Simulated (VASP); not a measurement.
Set up this calculation in VASP 6.6.1, as the native input.

- Task: single point
- Functional: r2SCAN
- Potentials or basis: VASP PAW PBE potentials, release 64 (Li_sv)
- Cutoff: 520 eV
- k mesh: 13 × 13 × 13
- Occupations: gaussian, width 0.3 eV
- Spin: no spin polarisation
- Dipole correction: no
- Further INCAR settings: ALGO = Normal; EDIFF = 1e-06; NBANDS = 8

The system is Li.

```
Li
1.0
    -1.73794    1.73794    1.73794
     1.73794   -1.73794    1.73794
     1.73794    1.73794   -1.73794
Li
1
Cartesian
  0.0000 0.0000 0.0000
```

These files were run (other wordings do the same):

POSCAR

```
Li
1.0
   -1.7379403969      1.7379403969      1.7379403969
    1.7379403969     -1.7379403969      1.7379403969
    1.7379403969      1.7379403969     -1.7379403969
Li
1
Direct
    0.0000000000      0.0000000000      0.0000000000
```

INCAR.step1

```
ALGO = Normal ; EDIFF = 1E-4
ENCUT = 520 ; GGA = PE
ISMEAR = 0 ; LASPH = T
LCHARG = F ; LREAL = F
LWAVE = T ; NBANDS = 8
NELM = 80 ; PREC = Accurate
SIGMA = 0.3
```

INCAR.step2

```
ALGO = Normal ; EDIFF = 1E-6
ENCUT = 520 ; ISIF = 2
ISMEAR = 0 ; ISTART = 1
LASPH = T ; LCHARG = T
LELF = T ; LMIXTAU = T
LREAL = F ; LVHAR = T
LWAVE = F ; METAGGA = R2SCAN
NBANDS = 8 ; NELM = 80
PREC = Accurate ; SIGMA = 0.3
```

KPOINTS

```
k-points
0
Gamma
  13 13 13
```

Potentials or basis: VASP PAW PBE potentials, release 64 (Li_sv).

Launch:

```bash
$ cat potpaw_PBE.64/Li_sv/POTCAR > POTCAR
$ cp INCAR.step1 INCAR
$ mpirun -np 1 vasp_std > vasp.out
$ cp INCAR.step2 INCAR
$ mpirun -np 1 vasp_std > vasp.out
```

Run time: 21 s on 1 thread of Intel(R) Xeon(R) 6975P-C (Granite Rapids) (shared host), peak memory 0.13 GiB.
